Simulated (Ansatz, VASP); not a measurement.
## One calculation of Hf6Al2O15, two programs

```xyz
23
Lattice="10.2667 0.0000 0.0000 0.0000 4.9945 0.0365 0.0000 0.0365 4.9945" Properties=species:S:1:pos:R:3 pbc="T T T"
Al   -0.3112   -0.2213    0.2213
Al   -0.3112    2.7368    2.2942
Hf    5.1551   -0.0188    0.0188
Hf    5.1551    2.5343    2.4967
Hf    2.5263   -0.0558    2.4232
Hf    7.7817    0.0857    2.5646
Hf    2.5263    2.5713    0.0923
Hf    7.7817    2.4298   -0.0491
O     6.2177    1.2760    3.7550
O     1.5501    3.7733    3.7733
O     6.7314    3.7733    3.7733
O     0.8713    3.7550    1.2760
O     6.1657    3.7550    1.2760
O     1.5501    1.2578    1.2578
O     6.7314    1.2578    1.2578
O     4.1602    1.2578    1.2578
O     9.3165    1.2578    1.2578
O     3.6293    3.7550    1.2760
O     8.6808    3.7550    1.2760
O     4.1602    3.7733    3.7733
O     9.3165    3.7733    3.7733
O     3.3145    1.2760    3.7550
O     8.9513    1.2760    3.7550
```

Alike in both runs: functional PBEsol; k mesh 2 × 4 × 4; occupations gaussian, width 0.1 eV; no spin polarisation.

Ansatz relaxed the structure, and its values are those at the end. VASP's run is a single point on that final structure, the one shown.

|  | VASP | Ansatz |
| --- | --- | --- |
| version | VASP 6.6.1 | Ansatz 0.2.0 |
| potentials or method | VASP PAW PBE potentials, release 64 (Al, Hf_pv, O), cutoff 520 eV | scalar-relativistic, plane waves, PAW |
| valence electrons in the cell | 156 | 252 |

```csv
,VASP,Ansatz,Ansatz less VASP
gap on the k mesh at the Fermi level (eV),3.16,3.18,+0.012
least direct gap on the mesh (eV),3.18,3.19,+0.006
pressure (GPa),-2.3,0.0,+2.38
rms of the force components (eV/Å),0.046,0.012,-0.0347
```

VASP's potentials were made for PBE, not for PBEsol, and Ansatz warns of the same on its side. With one functional, cell and mesh, what is left measures potentials, basis and numerics. VASP's potentials hold 156 valence electrons a cell and Ansatz's 252, so a difference there can come from the potentials and not from the codes.

Spin-orbit coupling is off throughout.
